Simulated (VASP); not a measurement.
# Sn in VASP: a series of runs

The runs below take Sn through single point, with LDA.

Everything below comes from runs of VASP 6.6.1. Logs are shortened: lines on timing, memory, paths and dates and some standing lists are left out, and cuts for length are marked.

## Step 1: The cell of the first run

It takes space group Im-3m (No. 229, cubic). Conventional cell: a = 3.789 Å, b = 3.789 Å, c = 3.789 Å, α = 90.00°, β = 90.00°, γ = 90.00°. Within 4.3 Å of Sn (site symmetry m-3m) lie 14 Sn at 3.28 to 3.79 Å.

## Step 2: Single point, LDA

The input, INCAR:

```
PREC     = Accurate       # precision mode
ENCUT    = 520            # plane-wave cutoff, eV
EDIFF    = 1E-7           # SCF threshold, eV
ISMEAR   = -1             # smearing method
SIGMA    = 0.05           # smearing width, eV
LREAL    = F              # projectors in reciprocal space
LASPH    = T              # aspherical terms in the spheres
NELM     = 60             # most SCF steps
ALGO     = Normal         # electronic algorithm
ISIF     = 2              # what is computed and relaxed
LWAVE    = F              # write WAVECAR
LCHARG   = F              # write CHGCAR
GGA      = CA             # functional
NBANDS   = 13             # bands
```

The input, KPOINTS:

```
Automatic mesh
0
Gamma
  10 10 10
```

The input, POSCAR:

```
Sn
1.0
   -1.8946518200      1.8946518200      1.8946518200
    1.8946518200     -1.8946518200      1.8946518200
    1.8946518200      1.8946518200     -1.8946518200
Sn
1
Direct
    0.0000000000      0.0000000000      0.0000000000
```

Potentials or basis: VASP PAW LDA potentials, release 64 (Sn_d).

Run with:

```sh
> cat potpaw_LDA.64/Sn_d/POTCAR > POTCAR
> mpirun -np 1 vasp_std > vasp.out
```

OUTCAR:

```text
PREC = Accurate
   ENCUT = 520
   EDIFF = 1E-7
   ISMEAR = -1
   LREAL = F
   LASPH = T
   NELM = 60
   ISIF = 2
   GGA = CA

 ion  position               nearest neighbor table
   1  0.000  0.000  0.000-

  LATTYP: Found a body centered cubic cell.
 ALAT       =     3.7893036400

  Lattice vectors:

 A1 = (  -1.8946518200,   1.8946518200,   1.8946518200)
 A2 = (   1.8946518200,  -1.8946518200,   1.8946518200)
 A3 = (   1.8946518200,   1.8946518200,  -1.8946518200)

Analysis of symmetry for initial positions (statically):
=====================================================================
 Subroutine PRICEL returns:
 Original cell was already a primitive cell.

 Routine SETGRP: Setting up the symmetry group for a
 body centered cubic supercell.

 Subroutine GETGRP returns: Found 48 space group operations
 (whereof 48 operations were pure point group operations)
 out of a pool of 48 trial point group operations.

The static configuration has the point symmetry O_h .

Analysis of symmetry for dynamics (positions and initial velocities):
=====================================================================
 Subroutine PRICEL returns:
 Original cell was already a primitive cell.

 Routine SETGRP: Setting up the symmetry group for a
 body centered cubic supercell.

 Subroutine GETGRP returns: Found 48 space group operations
 (whereof 48 operations were pure point group operations)
 out of a pool of 48 trial point group operations.

The dynamic configuration has the point symmetry O_h .

 Subroutine INISYM returns: Found 48 space group operations
 (whereof 48 operations are pure point group operations),
 and found     1 'primitive' translations

----------------------------------------------------------------------------------------

                                     Primitive cell

  volume of cell :      27.2050

  direct lattice vectors                    reciprocal lattice vectors
    -1.894651820  1.894651820  1.894651820     0.000000000  0.263900731  0.263900731
     1.894651820 -1.894651820  1.894651820     0.263900731  0.000000000  0.263900731
     1.894651820  1.894651820 -1.894651820     0.263900731  0.263900731  0.000000000

  length of vectors
     3.281633215  3.281633215  3.281633215     0.373211993  0.373211993  0.373211993

  position of ions in fractional coordinates (direct lattice)
     0.000000000  0.000000000  0.000000000

  ion indices of the primitive-cell ions
   primitive index   ion index
                 1           1

----------------------------------------------------------------------------------------

 KPOINTS: Automatic mesh

Automatic generation of k-mesh.
 Grid dimensions read from file:
 generate k-points for:   10   10   10

 Generating k-lattice:

  Cartesian coordinates                     Fractional coordinates (reciprocal lattice)
     0.000000000  0.026390073  0.026390073     0.100000000  0.000000000  0.000000000
     0.026390073  0.000000000  0.026390073     0.000000000  0.100000000  0.000000000
     0.026390073  0.026390073  0.000000000     0.000000000  0.000000000  0.100000000

  Length of vectors
     0.037321199  0.037321199  0.037321199

  Shift w.r.t. Gamma in fractional coordinates (k-lattice)
     0.000000000  0.000000000  0.000000000

 Subroutine IBZKPT returns following result:
 ===========================================

 Found     47 irreducible k-points:

 Following reciprocal coordinates:
            Coordinates               Weight
  0.000000  0.000000  0.000000      1.000000
  0.100000  0.000000  0.000000     12.000000
  0.200000  0.000000  0.000000     12.000000
  0.300000  0.000000  0.000000     12.000000
  0.400000  0.000000  0.000000     12.000000
  0.500000  0.000000  0.000000      6.000000
[... 16 lines left out ...]
  0.300000  0.300000  0.100000      8.000000
 -0.300000  0.300000  0.100000     24.000000
 [... further k-points ...]
   k-points           NKPTS =     47   k-points in BZ     NKDIM =     47   number of bands    NBANDS=     13
   number of dos      NEDOS =    301   number of ions     NIONS =      1
   total plane-waves  NPLWV =  13824
   dimension x,y,z NGX =    24 NGY =   24 NGZ =   24
   dimension x,y,z NGXF=    48 NGYF=   48 NGZF=   48
   ions per type =               1
   NGX,Y,Z   is equivalent  to a cutoff of  12.16, 12.16, 12.16 a.u.
   NGXF,Y,Z  is equivalent  to a cutoff of  24.32, 24.32, 24.32 a.u.
 SYSTEM =  unknown system
   PREC   = accura    normal or accurate (medium, high low for compatibility)
   ISTART =      0    job   : 0-new  1-cont  2-samecut
   ICHARG =      2    charge: 1-file 2-atom 10-const
   ISPIN  =      1    spin polarized calculation?
   LNONCOLLINEAR =      F non collinear calculations
   LSORBIT =      F    spin-orbit coupling
   LASPH  =      T    aspherical Exc in radial PAW
   ENCUT  =  520.0 eV  38.22 Ry    6.18 a.u.   6.10  6.10  6.10*2*pi/ulx,y,z
   NELM   =     60;   NELMIN=  2; NELMDL= -5     # of ELM steps
   EDIFF  = 0.1E-06   stopping-criterion for ELM
   LREAL  =      F    real-space projection
   EDIFFG = 0.1E-05   stopping-criterion for IOM
   NSW    =      0    number of steps for IOM
   IBRION =     -1    ionic relax: 0-MD 1-quasi-New 2-CG
   NFREE  =      0    steps in history (QN), initial steepest desc. (CG)
   ISIF   =      2    stress and relaxation
   ISYM   =      2    0-nonsym 1-usesym 2-fastsym
   POTIM  = 0.5000    time-step for ionic-motion
   TEBEG  =    0.0;   TEEND  =   0.0 temperature during run
   PSTRESS=    0.0 pullay stress
   NELECT =      14.0000    total number of electrons
   NUPDOWN=      -1.0000    fix difference up-down
   EMIN   =  10.00;   EMAX   =-10.00  energy-range for DOS
   EFERMI =   0.00;   METHOD = LEGACY
   ISMEAR =    -1;   SIGMA  =   0.05  broadening in eV -4-tet -1-fermi 0-gaus
   EFERMI_NEDOS =   21; number of points for ismear=-14 and -15
   IALGO  =     38    algorithm
   IMIX   =      4    mixing-type and parameters
     AMIX     =   0.40;   BMIX     =  1.00
     AMIX_MAG =   1.60;   BMIX_MAG =  1.00
  volume/ion in A,a.u.               =      27.20       183.59
  Fermi-wavevector in a.u.,A,eV,Ry     =   1.311902  2.479136 23.416813  1.721087
  Thomas-Fermi vector in A             =   2.442332
   LORBIT       =      0    0 simple, 1 ext, 2 COOP (PROOUT), +10 PAW based schemes
   GGA     = CA    functional components
   LHFCALC =     F    Hartree Fock is set to
   AEXX    =    0.0000 exact exchange contribution
   IVDW    =     0    specifies the selected vdW correction
   LEPSILON=     F    determine dielectric tensor
   LRPA    =     F    only Hartree local field effects (RPA)
 non-spin polarized calculation
  energy-cutoff  :      520.00
  volume of cell :       27.20
 maximum number of plane-waves:       751
   NGX = 13   NGY = 13   NGZ = 13

 number of electron      13.9999996 magnetization

 Free energy of the ion-electron system (eV)
  ---------------------------------------------------
  ext. energy  EPLUGINS =         0.00000000
  ---------------------------------------------------
  free energy    TOTEN  =        -4.41106596 eV

  energy without entropy =       -4.40367658  energy(sigma->0) =       -4.40737127

 E-fermi :   7.7600     XC(G=0): -10.6011

 val. band max:        7.6550648673   @ k =   0.2000   0.2000   0.0000
 cond. band min:       7.7611172178   @ k =   0.3000   0.0000   0.0000
 fundamental gap:      0.1060523505
 Fermi energy:         7.7599537421

 k-point     1 :       0.0000    0.0000    0.0000
  band No.  band energies     occupation
      1     -13.6538      2.00000
      2     -13.6538      2.00000
      3     -13.6538      2.00000
      4     -13.5131      2.00000
      5     -13.5131      2.00000
      6      -3.2925      2.00000
      7      15.6240      0.00000
      8      15.6240      0.00000
      9      15.6240      0.00000
     10      20.0140      0.00000
     11      20.0140      0.00000
     12      20.0140      0.00000
     13      20.5953      0.00000

 k-point     2 :       0.1000    0.0000    0.0000
  band No.  band energies     occupation
      1     -13.6583      2.00000
      2     -13.6474      2.00000
      3     -13.6329      2.00000
      4     -13.5180      2.00000
      5     -13.5137      2.00000
      6      -3.0751      2.00000
      7      13.9416      0.00000
      8      14.8640      0.00000
      9      15.3540      0.00000
     10      18.4157      0.00000
     11      18.7603      0.00000
     12      19.6720      0.00000
     13      21.3289      0.00000

 k-point     3 :       0.2000    0.0000    0.0000
  band No.  band energies     occupation
      1     -13.6698      2.00000
      2     -13.6339      2.00000
      3     -13.5774      2.00000
      4     -13.5283      2.00000
      5     -13.5153      2.00000
      6      -2.4225      2.00000
      7      10.8445      0.00000
      8      13.5211      0.00000
      9      14.6640      0.00000
     10      17.2247      0.00000
     11      17.6112      0.00000
     12      19.8217      0.00000
     13      21.8289      0.00000
[... 305 lines left out ...]
 k-point    23 :       0.3000    0.3000    0.1000
  band No.  band energies     occupation
      1     -13.6545      2.00000
      2     -13.5552      2.00000
      3     -13.5552      2.00000
      4     -13.5140      2.00000
      5     -13.5140      2.00000
      6       2.3497      2.00000
      7       5.5581      2.00000
      8       5.5581      2.00000
      9       9.4473      0.00000
     10      21.7278      0.00000
     11      22.7041      0.00000
     12      22.7041      0.00000
     13      26.3840      0.00000

 k-point    24 :      -0.3000    0.3000    0.1000
  band No.  band energies     occupation
      1     -13.6617      2.00000
      2     -13.6161      2.00000
      3     -13.5459      2.00000
      4     -13.5219      2.00000
      5     -13.5107      2.00000
      6      -1.1251      2.00000
      7       7.9386      0.05456
      8      11.6033      0.00000
      9      12.9232      0.00000
     10      16.8310      0.00000
     11      17.8821      0.00000
     12      18.8613      0.00000
     13      24.5896      0.00000

 [... further k-points ...]

------------------------ aborting loop because EDIFF is reached ----------------------------------------

  FORCE on cell =-STRESS in cart. coord.  units (eV):
  Direction    XX          YY          ZZ          XY          YZ          ZX
  --------------------------------------------------------------------------------------
  -------------------------------------------------------------------------------------
  Total       -0.5869253     -0.5869253     -0.5869253      0.0000000     -0.0000000      0.0000000
  in kB      -34.5656856    -34.5656856    -34.5656856      0.0000000     -0.0000000      0.0000000
  external PRESSURE =     -34.5656856 kB  Pullay stress =       0.0000000 kB

 VOLUME and BASIS-vectors are now :
 -----------------------------------------------------------------------------
  energy-cutoff  :      520.00
  volume of cell :       27.20
      direct lattice vectors                 reciprocal lattice vectors
    -1.894651820  1.894651820  1.894651820     0.000000000  0.263900731  0.263900731
     1.894651820 -1.894651820  1.894651820     0.263900731  0.000000000  0.263900731
     1.894651820  1.894651820 -1.894651820     0.263900731  0.263900731  0.000000000

 POSITION                                       TOTAL-FORCE (eV/Angst)
 -----------------------------------------------------------------------------------
      0.00000      0.00000      0.00000         0.000000     -0.000000     -0.000000
 -----------------------------------------------------------------------------------
    total drift:                               -0.000000      0.000000     -0.000000

  FREE ENERGIE OF THE ION-ELECTRON SYSTEM (eV)
  ---------------------------------------------------
  free  energy   TOTEN  =        -4.4110659620 eV

  energy  without entropy=       -4.4036765843  energy(sigma->0) =       -4.40737127
```

Run time: 7.6 s. Hardware: 1 thread of Intel Xeon Platinum 8488C (Sapphire Rapids), shared host; peak memory 0.12 GiB.

What came out:

| Item | Value |
| --- | --- |
| Free energy | -4.4111 eV |
| Pressure | -3.5 GPa |
| Band gap on the k mesh | zero (band 7 reaches 15.62 eV, above the bottom of band 8 at 5.56 eV) |

Caveat: spin-orbit coupling is left out, which moves the levels of the heavy elements.

## Step 3: Single point, LDA

The input, INCAR:

```
PREC = Accurate
ENCUT = 520
EDIFF = 1E-6
ISMEAR = -1
SIGMA = 0.05
LREAL = F
LASPH = T
NELM = 60
ALGO = Normal
ISIF = 2
LWAVE = F
LCHARG = F
NBANDS = 13
```

The input, KPOINTS:

```
regular mesh
0
Gamma
  10 10 10
```

POSCAR is that of step 2.

Potentials or basis: VASP PAW LDA potentials, release 64 (Sn_d).

Run with:

```sh
> cat potpaw_LDA.64/Sn_d/POTCAR > POTCAR
> mpirun -np 1 vasp_std > vasp.out
```

It took 6.5 s on 1 thread of Intel Xeon Platinum 8488C (Sapphire Rapids), shared host; peak memory 0.13 GiB.

The run converged. Its results:

* Free energy: -4.4111 eV
* Pressure: -3.5 GPa
* Band gap on the k mesh: zero (band 7 reaches 15.62 eV, above the bottom of band 8 at 5.56 eV)

Levels at points of the mesh, in eV from the Fermi level:
```csv
k point,band 5,band 6,band 7,band 8,band 9,band 10
"(0.00, 0.00, 0.00)",-21.27,-11.05,7.86,7.86,7.86,12.25
"(0.50, 0.00, 0.00)",-21.19,-6.43,-4.34,3.58,5.44,8.06
"(0.50, 0.50, 0.50)",-21.21,-2.57,-0.45,-0.45,-0.45,4.00
```

Caveat: spin-orbit coupling is left out, which moves the levels of the heavy elements.

## Step 4: Single point, LDA

This run uses another cell than the first one, of 25.34 Å³/atom, 0.932 times its volume.

The input, INCAR:

```
SYSTEM = Sn
  PREC = Accurate
  ENCUT = 520
  EDIFF = 1E-7
  ISMEAR = -1
  SIGMA = 0.05
  LREAL = .FALSE.
  LASPH = .TRUE.
  NELM = 80
  ALGO = Normal
  ISIF = 2
  LWAVE = .FALSE.
  LCHARG = .TRUE.
  LELF = .TRUE.
  LVHAR = .TRUE.
  NBANDS = 13
```

The input, KPOINTS:

```
regular mesh
0
G
  10 10 10
  0 0 0
```

The input, POSCAR:

```
Sn
1.0
   -1.8448539455      1.8124388399      1.8285027372
    1.8124388399     -1.8448539455      1.8285027372
    1.9112955475      1.9112955475     -1.8609178427
Sn
1
Direct
    0.0000000000      0.0000000000      0.0000000000
```

Run with:

```sh
> cat potpaw_LDA.64/Sn_d/POTCAR > POTCAR
> mpirun -np 1 vasp_std > vasp.out
```

It took 30 s on 1 thread of Intel Xeon Platinum 8488C (Sapphire Rapids), shared host; peak memory 0.19 GiB.

It converged, with:

```yaml
Free_energy: -4.4341 eV
Pressure: 0.2 GPa
Band_gap_on_the_k_mesh: zero (band 7 reaches 16.66 eV, above the bottom of band 8 at 6.23 eV)
```

Stress tensor (GPa, compression positive):
```
 0.65 -0.22 -0.05
-0.22  0.65 -0.05
-0.05 -0.05 -0.77
```

Levels at points of the mesh, in eV from the Fermi level:
| k point | band 5 | band 6 | band 7 | band 8 | band 9 | band 10 |
| --- | --- | --- | --- | --- | --- | --- |
| (0.00, 0.00, 0.00) | -21.28 | -11.58 | 8.01 | 8.66 | 8.82 | 12.24 |
| (0.50, 0.00, 0.00) | -21.17 | -6.31 | -4.65 | 3.48 | 5.69 | 7.81 |
| (0.50, 0.50, 0.00) | -21.17 | -6.29 | -4.66 | 3.65 | 5.87 | 8.18 |
| (0.00, 0.00, 0.50) | -21.20 | -6.88 | -4.82 | 4.27 | 6.05 | 8.96 |
| (0.50, 0.00, 0.50) | -21.19 | -6.60 | -4.74 | 3.88 | 5.68 | 8.39 |
| (0.50, 0.50, 0.50) | -21.19 | -2.14 | -0.81 | -0.52 | -0.23 | 3.92 |

Caveat: spin-orbit coupling is left out, which moves the levels of the heavy elements.

## Step 5: Single point, LDA

This run uses another cell than the first one, of 25.34 Å³/atom, 0.932 times its volume.

The input, INCAR:

```
  ALGO = Normal
  EDIFF = 1E-6
  ENCUT = 520
  ISIF = 2
  ISMEAR = -1
  LASPH = T
  LCHARG = T
  LELF = T
  LREAL = F
  LVHAR = T
  LWAVE = F
  NBANDS = 13
  NELM = 100
  PREC = Accurate
  SIGMA = 0.05
```

The input, KPOINTS:

```
k-points
0
Gamma
  10 10 10
```

POSCAR is that of step 4.

Run with:

```sh
> cat potpaw_LDA.64/Sn_d/POTCAR > POTCAR
> mpirun -np 1 vasp_std > vasp.out
```

Wall time 31 s (1 thread of Intel Xeon Platinum 8488C (Sapphire Rapids), shared host); peak memory 0.19 GiB.

It converged, with:

- Free energy: -4.4341 eV
- Pressure: 0.2 GPa
- Band gap on the k mesh: zero (band 7 reaches 16.66 eV, above the bottom of band 8 at 6.23 eV)

Stress tensor (GPa, compression positive):
```
 0.63 -0.22 -0.05
-0.22  0.63 -0.05
-0.05 -0.05 -0.80
```

Levels at points of the mesh, in eV from the Fermi level:
| k point | band 4 | band 5 | band 6 | band 7 | band 8 | band 9 | band 10 | band 11 |
| --- | --- | --- | --- | --- | --- | --- | --- | --- |
| (0.00, 0.00, 0.00) | -21.29 | -21.28 | -11.58 | 8.01 | 8.66 | 8.82 | 12.24 | 12.45 |
| (0.50, 0.00, 0.00) | -21.29 | -21.17 | -6.31 | -4.65 | 3.48 | 5.69 | 7.81 | 8.97 |
| (0.50, 0.50, 0.00) | -21.30 | -21.17 | -6.29 | -4.66 | 3.65 | 5.87 | 8.17 | 8.99 |
| (0.00, 0.00, 0.50) | -21.28 | -21.20 | -6.88 | -4.82 | 4.27 | 6.05 | 8.96 | 9.00 |
| (0.50, 0.00, 0.50) | -21.29 | -21.19 | -6.60 | -4.74 | 3.88 | 5.68 | 8.39 | 8.79 |
| (0.50, 0.50, 0.50) | -21.20 | -21.19 | -2.14 | -0.81 | -0.52 | -0.23 | 3.92 | 4.10 |

Caveat: spin-orbit coupling is left out, which moves the levels of the heavy elements.
